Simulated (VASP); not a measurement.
SnO2, 6 atoms in the cell. Symmetry: P4_2/mnm, No. 136, tetragonal system. The conventional cell has a = 4.761 Å, b = 4.761 Å, c = 3.200 Å, α = 90.00°, β = 90.00°, γ = 90.00°. Sn (site symmetry mmm) has 6 O at 2.06 to 2.07 Å within 2.7 Å. Within 2.7 Å of O (site symmetry m2m) lie 3 Sn at 2.06 to 2.07 Å and 1 O at 2.61 Å. 

- Program: VASP 6.6.1
- Task: single point
- Functional: PBE
- Potentials or basis: VASP PAW PBE potentials, release 64 (Sn_d, O)
- Cutoff: 520 eV
- k mesh: 6 × 6 × 8
- Occupations: fermi-dirac, width 0.02 eV
- Spin: no spin polarisation
- Dipole correction: no
- Further INCAR settings: ALGO = Normal; EDIFF = 1e-06; NBANDS = 35

Potentials or basis: VASP PAW PBE potentials, release 64 (Sn_d, O).

Launch:

```bash
$ cat potpaw_PBE.64/Sn_d/POTCAR potpaw_PBE.64/O/POTCAR > POTCAR
$ mpirun -np 1 vasp_std > vasp.out
```

Hardware: 1 thread of Intel(R) Xeon(R) 6975P-C (Granite Rapids) (shared host).

Question: How long does it take, and how much memory?

Answer: It took 37 s on 1 thread of Intel(R) Xeon(R) 6975P-C (Granite Rapids) (shared host), peak memory 0.23 GiB. Counts: scf iterations 14, k points 50.
